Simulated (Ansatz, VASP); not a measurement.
## Pd in VASP and in Ansatz

The input INCAR:

```
SYSTEM = Pd
PREC = Accurate
ENCUT = 500
EDIFF = 1E-6
ISMEAR = -1
SIGMA = 0.05
LREAL = .FALSE.
LASPH = .TRUE.
NELM = 120
ALGO = Normal
ISIF = 2
LWAVE = .FALSE.
LCHARG = .TRUE.
GGA = LIBXC
LIBXC1 = GGA_X_RPBE
LIBXC2 = GGA_C_LYP
LELF = .TRUE.
LVHAR = .TRUE.
NBANDS = 11
GGA_COMPAT = .FALSE.
```

KPOINTS

```
Automatic mesh
0
G
  12 12 12
  0 0 0
```

Contents of POSCAR:

```
Pd
1.0
    2.7527666992      0.0000000000      0.0000000000
    1.3763833496      2.3839658922      0.0000000000
    1.3763833496      0.7946552974      2.2476245980
Pd
1
Direct
    0.0000000000      0.0000000000      0.0000000000
```

The input input.yaml:

```yaml
crystal:
  lattice: { a: 2.7527666992, b: 2.7527666992, c: 2.7527666992, alpha: 60.0, beta: 60.0, gamma: 60.0 }
  atoms:
    - { symbol: Pd, position: [0.0, 0.0, 0.0] }
kpoints:
  mp_grid: { grid: [12, 12, 12] }
scf:
  occupations: { method: fermi_dirac, width: 0.05 }
hamiltonian:
  xc: { exchange: rpbe, correlation: lyp }
  pseudopotentials: { kind: all_electron, datasets: crystal }
output:
  forces: true
  stress: true
  eigenvalues: true
  elf: true
  volumetric_format: npy
```

Alike in both runs: functional rpbe exchange, lyp correlation; k mesh 12 × 12 × 12; occupations fermi-dirac, width 0.05 eV; no spin polarisation.

```csv
,VASP,Ansatz
version,VASP 6.6.1,Ansatz 0.2.0
potentials or method,"VASP PAW PBE potentials, release 64 (Pd), cutoff 500 eV",all-electron PAW datasets made for the crystal
task,single point,electron localisation function
```

|  | VASP | Ansatz | Ansatz less VASP |
| --- | --- | --- | --- |
| gap on the k mesh at the Fermi level (eV) | none | none | - |
| pressure (GPa) | 22.9 | 23.1 | +0.15 |

VASP's potentials were made for PBE, not for rpbe exchange, lyp correlation. A gap of «none» marks a metal or a gap that the smearing closes. Ansatz ran all-electron here, and VASP with PAW potentials.
